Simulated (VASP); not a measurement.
Here is a VASP 6.6.1 calculation.

Contents of INCAR:

```
PREC = Accurate
ENCUT = 520
EDIFF = 1E-6
ISMEAR = -1
SIGMA = 0.06122561905347299
LREAL = False
LASPH = True
NELM = 60
ALGO = Normal
ISIF = 2
LWAVE = False
LCHARG = False
GGA = PE
NBANDS = 21
```

File KPOINTS:

```
regular mesh
0
Gamma
  17 17 17
```

File POSCAR:

```
Ru
1.0
    0.0000000000      2.7641401493      2.7641401493
    2.7641401493      0.0000000000      2.7641401493
    2.7641401493      2.7641401493      0.0000000000
Ru
2
Direct
    0.0000000000      0.0000000000      0.0000000000
    0.2500000000      0.2500000000      0.2500000000
```

Potentials or basis: VASP PAW PBE potentials, release 64 (Ru_pv).

Run with:

```console
$ cat potpaw_PBE.64/Ru_pv/POTCAR > POTCAR
$ mpirun -np 1 vasp_std > vasp.out
```

Question: Estimate the pressure.

Answer: -5.8 GPa.

Question: Estimate the band gap on the k mesh.

Answer: Zero (band 14 reaches 6.97 eV, above the bottom of band 15 at 6.04 eV).
